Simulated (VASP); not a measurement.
# Ge (Pmmm) in VASP: further runs, part 2 of 2

VASP 6.6.1.

## Step 3: Single point, PBE

This run uses another cell than the first one, of 21.64 Å³/atom, 1.207 times its volume.

The input, INCAR:

```
SYSTEM = Ge
ALGO = Normal
EDIFF = 1E-6
ENCUT = 520
GGA = PE
ISIF = 2
ISMEAR = 0
LASPH = .True.
LCHARG = .False.
LREAL = .False.
LWAVE = .False.
NBANDS = 43
NELM = 60
PREC = Accurate
SIGMA = 0.1
```

The input, KPOINTS:

```
k-points
0
Gamma
  6 4 4
  0 0 0
```

The input, POSCAR:

```
Ge
1.0
    2.7367155429      0.0000000000      0.0000000000
    0.0000000000      5.5766298199      0.0000000000
    0.0000000000      0.0000000000      7.0899970285
Ge
5
Direct
    0.5000000000      0.7652035855      0.3147815794
    0.5000000000      0.2347964145      0.3147815794
    0.5000000000      0.7652035855      0.6852184206
    0.5000000000      0.2347964145      0.6852184206
    0.5000000000      0.5000000000      0.0000000000
```

Potentials or basis: VASP PAW PBE potentials, release 64 (Ge_d).

The run is started by

```sh
cat potpaw_PBE.64/Ge_d/POTCAR > POTCAR
mpirun -np 1 vasp_std > vasp.out
```

Run time: 86 s. Hardware: 1 thread of AMD EPYC 9R45 (Zen 5), shared host; peak memory 0.24 GiB.

Results (log left out):

| Property | Result |
| --- | --- |
| Free energy | -21.1900 eV |
| Pressure | 0.0 GPa |
| Largest force | 0.006 eV/Å |
| Band gap on the k mesh | zero (band 35 reaches 6.22 eV, above the bottom of band 36 at 3.57 eV) |

Forces in eV/Å, atoms in the order of the input:
```
Ge   0.000  0.005  0.004
Ge   0.000 -0.005  0.004
Ge   0.000  0.005 -0.004
Ge   0.000 -0.005 -0.004
Ge   0.000  0.000  0.000
```

Levels at points of the mesh, in eV from the Fermi level:
| k point | band 33 | band 34 | band 35 | band 36 | band 37 | band 38 |
| --- | --- | --- | --- | --- | --- | --- |
| (0.00, 0.00, 0.00) | -3.07 | -1.78 | 0.46 | 3.86 | 3.90 | 4.47 |
| (0.50, 0.00, 0.00) | -2.31 | -2.10 | -1.67 | -1.26 | -0.40 | -0.21 |
| (0.00, 0.50, 0.00) | -0.24 | -0.14 | 0.44 | 0.77 | 2.38 | 2.59 |
| (0.50, 0.50, 0.00) | -2.31 | -1.95 | -1.61 | -1.41 | 1.86 | 3.18 |
| (0.00, 0.00, 0.50) | -2.67 | -0.77 | -0.44 | 2.11 | 2.41 | 6.38 |
| (0.50, 0.00, 0.50) | -2.74 | -2.00 | -1.23 | -0.99 | -0.61 | 0.44 |
| (0.00, 0.50, 0.50) | -2.08 | -0.71 | 0.28 | 1.14 | 1.66 | 5.12 |
| (0.50, 0.50, 0.50) | -2.51 | -1.84 | -1.04 | -0.10 | 0.30 | 0.90 |

Caveat: the k points lie up to 0.38 Å⁻¹ apart.

## Step 4: Relaxation of cell and atoms, PBE

The input, INCAR:

```
SYSTEM = Ge
  ALGO = Normal
  EDIFF = 1E-6
  EDIFFG = -0.04
  ENCUT = 600
  GGA = PE
  IBRION = 2
  ISIF = 3
  ISMEAR = 0
  LASPH = .TRUE.
  LCHARG = .FALSE.
  LREAL = .FALSE.
  LWAVE = .FALSE.
  NELM = 60
  NSW = 90
  PREC = Accurate
  SIGMA = 0.1
```

The input, KPOINTS:

```
k-points
0
G
  6 4 4
  0 0 0
```

The input, POSCAR:

```
Ge
1.0
    2.5896172800      0.0000000000      0.0000000000
    0.0000000000      5.0228912400      0.0000000000
    0.0000000000      0.0000000000      6.8917355800
Ge
5
Direct
    0.5000000000      0.7538350100      0.3161120000
    0.5000000000      0.2461649900      0.3161120000
    0.5000000000      0.7538350100      0.6838880000
    0.5000000000      0.2461649900      0.6838880000
    0.5000000000      0.5000000000      0.0000000000
```

The run is started by

```sh
cat potpaw_PBE.64/Ge_d/POTCAR > POTCAR
mpirun -np 1 vasp_std > vasp.out
```

It took 6.4 min on 1 thread of AMD EPYC 9R45 (Zen 5), shared host; peak memory 0.27 GiB.

The run converged. Its results:

* Free energy: -21.1478 eV
* Relaxed volume: 21.64 Å³/atom
* Relaxed cell: a = 2.724 Å, b = 5.399 Å, c = 7.358 Å, α = 90.00°, β = 90.00°, γ = 90.00°
* Space group after relaxing (to 0.05 Å): Pmmm (No. 47)
* Energy gained by relaxing: 173.2 meV/atom
* Ionic steps: 6
* Pressure after relaxing: -0.1 GPa
* Largest force after relaxing: 0.024 eV/Å
* Band gap on the k mesh: zero (band 35 reaches 6.04 eV, above the bottom of band 36 at 3.64 eV)

Forces in eV/Å, atoms in the order of the input:
```
Ge   0.000  0.022  0.008
Ge   0.000 -0.022  0.008
Ge   0.000  0.022 -0.008
Ge   0.000 -0.022 -0.008
Ge   0.000  0.000  0.000
```

Stress tensor (GPa, compression positive):
```
-0.15  0.00  0.00
 0.00  0.15  0.00
 0.00  0.00 -0.29
```

Step by step:
| step | energy change (eV) | largest force (eV/Å) | pressure (GPa) | volume (Å³) |
| --- | --- | --- | --- | --- |
| 1 | 0.0000 | 0.4061 | 17.28 | 89.64 |
| 2 | -0.7258 | 0.0929 | -4.34 | 117.09 |
| 3 | -0.8645 | 0.0231 | 0.25 | 107.58 |
| 4 | -0.8645 | 0.0266 | -0.08 | 107.96 |
| 5 | -0.8657 | 0.0210 | -0.14 | 108.11 |
| 6 | -0.8660 | 0.0238 | -0.10 | 108.19 |

Final structure:
```
Ge
1.0
     2.72360    0.00000    0.00000
     0.00000    5.39863    0.00000
     0.00000    0.00000    7.35817
Ge
5
Direct
  0.50000 0.75610 0.31497
  0.50000 0.24390 0.31497
  0.50000 0.75610 0.68503
  0.50000 0.24390 0.68503
  0.50000 0.50000 0.00000
```

Levels at points of the mesh, in eV from the Fermi level:
```csv
k point,band 31,band 32,band 33,band 34,band 35,band 36,band 37,band 38,band 39,band 40
"(0.00, 0.00, 0.00)",-4.92,-4.29,-2.85,-2.04,-0.53,3.39,3.55,3.98,5.70,6.53
"(0.50, 0.00, 0.00)",-3.58,-2.44,-2.25,-1.93,-1.91,-1.44,-0.48,0.09,1.45,2.55
"(0.00, 0.50, 0.00)",-4.29,-0.75,-0.45,-0.42,0.31,1.07,1.93,2.27,2.43,6.60
"(0.50, 0.50, 0.00)",-4.56,-3.98,-2.44,-2.42,-1.85,-1.18,2.54,2.54,2.97,3.63
"(0.00, 0.00, 0.50)",-5.70,-4.27,-3.30,-0.71,-0.62,1.90,2.28,6.44,7.12,7.27
"(0.50, 0.00, 0.50)",-4.04,-2.92,-2.83,-1.86,-1.53,-1.27,-0.64,-0.28,2.21,2.88
"(0.00, 0.50, 0.50)",-4.13,-2.68,-2.15,-0.09,0.34,1.47,1.56,4.76,4.80,5.63
"(0.50, 0.50, 0.50)",-3.91,-3.78,-2.59,-2.52,-1.25,-0.59,0.36,0.97,3.04,3.74
```

Caveat: the k points lie up to 0.38 Å⁻¹ apart in the final cell; the volume moved by over 15 % at a fixed basis, so the end points are rough.

## Step 5: The runs side by side

```tsv
task	cell	cutoff (eV)	gap on the mesh (eV)	pressure (GPa)	largest force (eV/Å)
single point	a = 2.590, b = 5.023, c = 6.892 Å, 5 atoms	520	none	17.2	0.41
single point	a = 2.737, b = 5.577, c = 7.090 Å, 5 atoms	520	none	0.0	0.01
relaxation of cell and atoms	relaxed from a = 2.590, b = 5.023, c = 6.892 Å, 5 atoms	600	none	-0.1	0.02
```

Alike in all rows: level PBE; potentials or basis VASP PAW PBE potentials, release 64 (Ge_d); no spin polarisation; k mesh 6 × 4 × 4; smearing gaussian 0.1 eV.

Caveats: all runs use coarse meshes; the volume moved by over 15 % at a fixed basis, so the end points are rough (some runs).

Absolute energies hang on the potentials; compare differences alone.
